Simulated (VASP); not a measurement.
Ga2O3: single point with PBE

The system is Ga2O3.

```
Ga O
1.0
     2.49226    1.43891    4.48064
    -2.49226    1.43891    4.48064
     0.00000   -2.87782    4.48064
Ga O
4 6
Direct
  0.35543 0.35543 0.35543
  0.14457 0.14457 0.14457
  0.64457 0.64457 0.64457
  0.85543 0.85543 0.85543
  0.55363 0.94637 0.25000
  0.25000 0.55363 0.94637
  0.94637 0.25000 0.55363
  0.44637 0.05363 0.75000
  0.75000 0.44637 0.05363
  0.05363 0.75000 0.44637
```

```json
{"Program": "VASP 6.6.1", "Task": "single point", "Functional": "PBE", "Potentials or basis": "VASP PAW PBE potentials, release 64 (Ga_d, O)", "Cutoff": "520 eV", "k mesh": "6 × 6 × 6", "Occupations": "fermi-dirac, width 0.02 eV", "Spin": "no spin polarisation", "Dipole correction": "no", "Further INCAR settings": "ALGO = Normal; EDIFF = 1e-06; NBANDS = 55"}
```

```yaml
Pressure: 10.5 GPa
Largest_force: 0.069 eV/Å
Band_gap_on_the_k_mesh: 2.85 eV, indirect (least direct gap 3.10 eV)
```

Forces in eV/Å, atoms in the order of the input:
```
Ga   0.000  0.000  0.069
Ga   0.000  0.000 -0.069
Ga   0.000  0.000 -0.069
Ga   0.000  0.000  0.069
O   -0.020  0.000  0.000
O    0.010 -0.018  0.000
O    0.010  0.018  0.000
O    0.020  0.000  0.000
O   -0.010  0.018  0.000
O   -0.010 -0.018  0.000
```

Stress tensor (GPa, compression positive):
```
10.90  0.00  0.00
 0.00 10.90  0.00
 0.00  0.00  9.62
```

Levels at points of the mesh, in eV from the valence-band top:
```csv
k point,band 41,band 42,band 43,band 44,band 45,band 46,band 47,band 48
"(0.00, 0.00, 0.00)",-0.31,-0.31,-0.25,-0.25,2.85,6.71,6.87,8.96
"(0.50, 0.00, 0.00)",-0.99,-0.99,-0.15,-0.15,6.43,6.43,6.78,6.78
"(0.50, 0.50, 0.00)",-0.86,-0.70,-0.25,-0.15,6.58,6.78,7.64,7.75
"(0.50, 0.50, 0.50)",-0.30,-0.30,-0.30,-0.30,5.90,5.90,7.89,7.89
```

Wall time 2.3 min on 1 thread of AMD EPYC 9R45 96-Core Processor (Zen 5), on a shared host, peak memory 0.27 GiB.

A k mesh can miss the band edges. As with any semilocal functional, this PBE gap is likely too small.
